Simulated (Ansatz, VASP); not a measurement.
One calculation of Nb3H, two programs

```
CELL_PARAMETERS angstrom
2.92702 0.00000 0.00000
0.00000 2.92702 0.00000
0.00000 0.00000 21.19579
ATOMIC_POSITIONS crystal
Nb 0.50000 0.50000 0.18872
Nb 0.00000 0.00000 0.28769
Nb 0.50000 0.50000 0.38667
H 0.50000 0.00000 0.56171
```

Alike in both runs: task single point; functional LDA; k mesh 9 × 9 × 1; occupations gaussian, width 0.1 eV; collinear spin.

```csv
,VASP,Ansatz
version,VASP 6.6.1,Ansatz 0.2.0
potentials or method,"VASP PAW LDA potentials, release 64 (Nb_sv, H), cutoff 520 eV","scalar-relativistic, plane waves, PAW"
valence electrons in the cell,40,40
```

Ansatz gave:

```
gap on the k mesh at the Fermi level (eV)                     : none
rms of the force components (eV/Å)                            : 0.132
net moment per atom (μB)                                      : 0.19
size of the moment on the site where the two differ most (μB) : 0.77
```

Task: What did VASP give for the same quantities?

Result: gap on the k mesh at the Fermi level (eV): none; rms of the force components (eV/Å): 0.125; net moment per atom (μB): 0.19; size of the moment on the site where the two differ most (μB): 0.33.

LDA's correlation is that of Perdew and Zunger in VASP and of Perdew and Wang (1992) in Ansatz. Site moments also hang on the region over which each program counts them. Atom by atom the forces differ by 0.007 eV/Å (rms over components). A gap of «none» marks a metal or a gap that the smearing closes. Ansatz's warnings: vacuum density over bound.
